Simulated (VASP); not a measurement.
Input of a VASP 6.6.1 run:

The input INCAR:

```
SYSTEM = MgS
ALGO = Normal
EDIFF = 1E-6
ENCUT = 520
GGA = PS
ISIF = 2
ISMEAR = 0
IVDW = 12
LASPH = .TRUE.
LCHARG = .FALSE.
LREAL = .FALSE.
LWAVE = .FALSE.
NBANDS = 11
NELM = 60
PREC = Accurate
SIGMA = 0.01
```

Contents of KPOINTS:

```
k-points
0
G
  10 10 10
  0 0 0
```

The input POSCAR:

```
MgS
1.0
    0.0000000000      2.8331200500      2.8331200500
    2.8331200500      0.0000000000      2.8331200500
    2.8331200500      2.8331200500      0.0000000000
Mg S
1 1
Direct
    0.0000000000      0.0000000000      0.0000000000
    0.7500000000      0.7500000000      0.7500000000
```

Potentials or basis: VASP PAW PBE potentials, release 64 (Mg, S).

The run is started by

```bash
$ cat potpaw_PBE.64/Mg/POTCAR potpaw_PBE.64/S/POTCAR > POTCAR
$ mpirun -np 1 vasp_std > vasp.out
```

What does it give for the dispersion energy per atom?

-0.235 eV.

Estimate the pressure.

-2.2 GPa.

What does it give for the band gap on the k mesh?

3.28 eV, direct.

Caveat: three body term missing; the PAW data sets were made with another functional, which shifts forces and pressure a little. PBEsol gaps usually lie below the measured ones, often by a third to a half.
